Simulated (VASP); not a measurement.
Input of a VASP 6.6.1 run:

INCAR

```
SYSTEM = Ir
ALGO = Normal
DIPOL = 0.5 0.5 0.500
EDIFF = 1E-7
ENCUT = 520
GGA = PS
IDIPOL = 3
ISIF = 2
ISMEAR = -1
LASPH = .TRUE.
LCHARG = .FALSE.
LDIPOL = .TRUE.
LREAL = .FALSE.
LWAVE = .FALSE.
NBANDS = 30
NELM = 100
PREC = Accurate
SIGMA = 0.05
```

The input KPOINTS:

```
k-points
0
G
  13 13 1
  0 0 0
```

The input POSCAR:

```
Ir
1.0
    2.7088887785      0.0000000000      0.0000000000
    0.0000000000      2.7088887785      0.0000000000
    0.0000000000      0.0000000000     29.4877000000
Ir
5
Direct
    0.0000000000      0.0000000000      0.3730376318
    0.5000000000      0.5000000000      0.4342467887
    0.0000000000      0.0000000000      0.4999999999
    0.5000000000      0.5000000000      0.5657532117
    0.0000000000      0.0000000000      0.6269623682
```

Potentials or basis: VASP PAW PBE potentials, release 64 (Ir).

The run is started by

```sh
$ cat potpaw_PBE.64/Ir/POTCAR > POTCAR
$ mpirun -np 1 vasp_std > vasp.out
```

Q: What does it give for the largest force?

A: 0.080 eV/Å.

Q: Estimate the band gap on the k mesh.

A: Zero (an odd number of electrons rules out a gap without spin polarisation).

Forces in eV/Å, atoms in the order of the input:
```
Ir   0.000  0.000 -0.080
Ir   0.000  0.000  0.032
Ir   0.000  0.000  0.000
Ir   0.000  0.000 -0.032
Ir   0.000  0.000  0.080
```

Caveat: the PAW data sets were made with another functional, which shifts forces and pressure a little; spin-orbit coupling is left out, which moves the levels of the heavy elements.
